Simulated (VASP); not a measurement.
Si3F4:

```
Si F
1.0
     0.00000    3.83057    3.83057
     3.83057    0.00000    3.83057
     3.83057    3.83057    0.00000
Si F
3 4
Direct
  0.75000 0.75000 0.75000
  0.00000 0.00000 0.00000
  0.50000 0.50000 0.50000
  0.11921 0.11921 0.11921
  0.11921 0.11921 0.64237
  0.11921 0.64237 0.11921
  0.64237 0.11921 0.11921
```

Base run:

| Property | Result |
| --- | --- |
| Program | VASP 6.6.1 |
| Functional | PBE |
| Potentials or basis | VASP PAW PBE potentials, release 64 (Si, F) |
| Cutoff | 520 eV |
| k mesh | 4 × 4 × 4 |
| Occupations | gaussian, width 0.1 eV |
| Spin | no spin polarisation |

Its results: band gap on the k mesh zero (band 20 reaches 3.21 eV, above the bottom of band 21 at 3.03 eV); pressure 0.4 GPa; largest force 0.243 eV/Å.

Question: The run is repeated on the same cell with these changes: potentials or basis from VASP PAW PBE potentials, release 64 (Si, F) to VASP PAW PBE potentials, release 64 (Si, F_h); cutoff from 520 eV to 910 eV. What comes out?

Answer: Band gap on the k mesh zero (band 20 reaches 3.52 eV, above the bottom of band 21 at 3.35 eV); pressure -0.4 GPa; largest force 0.072 eV/Å.

Caveats: the cutoff is under 1.25 times the usual one of these potentials, so pressure, stress and relaxed cells hold a basis-set (Pulay) error (some runs).
